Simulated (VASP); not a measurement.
**LiCl: single point with PBE**

Crystal: LiCl.

```xyz
2
Lattice="-0.0392 2.6939 2.6939 2.6939 -0.0392 2.6939 2.6939 2.6939 -0.0392" Properties=species:S:1:pos:R:3 pbc="T T T"
Li   -0.0077   -0.0077   -0.0077
Cl    1.3448    1.3448    1.3448
```

This cell differs from its parent crystal: strain along [111] -2.1%.

```
Program             : VASP 6.6.1
Task                : single point
Functional          : PBE
Potentials or basis : VASP PAW PBE potentials, release 64 (Li_sv, Cl)
Cutoff              : 520 eV
k mesh              : 8 × 8 × 8
Occupations         : fermi-dirac, width 0.02 eV
Spin                : no spin polarisation
```

| Item | Value |
| --- | --- |
| Largest force | 0.003 eV/Å |
| Band gap on the k mesh | 6.07 eV, direct |

Forces in eV/Å, atoms in the order of the input:
```
Li  -0.002 -0.002 -0.002
Cl   0.002  0.002  0.002
```

Levels at points of the mesh, in eV from the valence-band top:
```csv
k point,band 2,band 3,band 4,band 5,band 6,band 7,band 8,band 9
"(0.00, 0.00, 0.00)",-12.84,-0.09,-0.09,0.00,6.07,10.06,10.06,10.33
"(0.50, 0.00, 0.00)",-12.54,-2.16,-0.37,-0.32,8.39,10.30,10.41,10.80
"(0.50, 0.50, 0.00)",-12.43,-1.76,-0.98,-0.88,6.57,9.62,13.64,14.01
"(0.50, 0.50, 0.50)",-12.51,-2.16,-0.41,-0.41,8.39,10.20,10.20,10.86
```

It took 12 s on 1 thread of Intel(R) Xeon(R) 6975P-C (Granite Rapids), with other jobs on the host, peak memory 0.16 GiB.

Caveat: the cell differs from its parent crystal (strain along [111] -2.1%). A k mesh can miss the band edges.
